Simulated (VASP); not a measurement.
HgH3:

```
Hg H
1.0
     3.48427    0.00000    0.00000
     0.00000    3.48427    0.00000
     0.00000    0.00000    3.48427
Hg H
1 3
Direct
  0.00000 0.00000 0.00000
  0.00000 0.50000 0.50000
  0.50000 0.00000 0.50000
  0.50000 0.50000 0.00000
```

- Program: VASP 6.6.1
- Task: relaxation of cell and atoms
- Functional: PBE
- Potentials or basis: VASP PAW PBE potentials, release 64 (Hg_sv_GW, H)
- Cutoff: 550 eV
- k mesh: 6 × 6 × 6
- Occupations: gaussian, width 0.1 eV
- Spin: no spin polarisation

At the start: pressure -8.2 GPa; volume 10.57 Å³/atom.

Task: Where does the relaxation end?

Result: Over 4 steps the energy falls by 47.2 meV/atom and the volume is 8.97 Å³/atom (-15.2 %); space group Pm-3m (No. 221, to 0.1 Å) before and after.

Step by step:
```
step  energy change (eV)  largest force (eV/Å)  pressure (GPa)  volume (Å³)
   1              0.0000                0.0000           -8.18        42.30
   2             -0.1352                0.0000           -5.02        39.08
   3             -0.1877                0.0000           -0.79        36.33
   4             -0.1886                0.0000            0.12        35.87
```

Final structure:
```
Hg H
1.0
     3.29787    0.00000    0.00000
     0.00000    3.29787    0.00000
     0.00000    0.00000    3.29787
Hg H
1 3
Direct
  0.00000 0.00000 0.00000
  0.00000 0.50000 0.50000
  0.50000 0.00000 0.50000
  0.50000 0.50000 0.00000
```

Caveat: the volume moved by over 15 % at a fixed basis, so the end points are rough.
